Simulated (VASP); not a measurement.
Crystal: TiH.

```
CELL_PARAMETERS angstrom
2.87758 0.00000 0.00000
-1.43879 2.49206 0.00000
0.00000 0.00000 5.26329
ATOMIC_POSITIONS crystal
Ti 0.00000 0.00000 0.00000
Ti 0.00000 0.00000 0.50000
H 0.66667 0.33333 0.75000
H 0.33333 0.66667 0.25000
```

* Program: VASP 6.6.1
* Task: relaxation of cell and atoms
* Functional: LDA
* Potentials or basis: VASP PAW LDA potentials, release 64 (Ti_sv, H)
* Cutoff: 600 eV
* k mesh: 7 × 7 × 4
* Occupations: methfessel-paxton, width 0.05 eV
* Spin: no spin polarisation

At the start: pressure -9.8 GPa; volume 9.44 Å³/atom.

Task: How do energy, volume and symmetry change on relaxing?

Result: Over 3 steps the energy falls by 23.5 meV/atom and the volume is 8.72 Å³/atom (-7.5 %); space group P6_3/mmc (No. 194, to 0.05 Å).

The path:
```tsv
step	energy change (eV)	largest force (eV/Å)	pressure (GPa)	volume (Å³)
1	0.0000	0.0000	-9.78	37.74
2	-0.0934	0.0000	0.93	34.68
3	-0.0940	0.0000	0.04	34.90
```

Final structure:
```yaml
crystal:
  lattice:
    - [2.81036, 0.00000, 0.00000]
    - [-1.40518, 2.43385, 0.00000]
    - [0.00000, 0.00000, 5.10168]
  atoms:
    - { symbol: Ti, position: [0.00000, 0.00000, 0.00000] }
    - { symbol: Ti, position: [0.00000, 0.00000, 0.50000] }
    - { symbol: H, position: [0.66667, 0.33333, 0.75000] }
    - { symbol: H, position: [0.33333, 0.66667, 0.25000] }
```

Caveat: the k points lie up to 0.37 Å⁻¹ apart in the final cell.
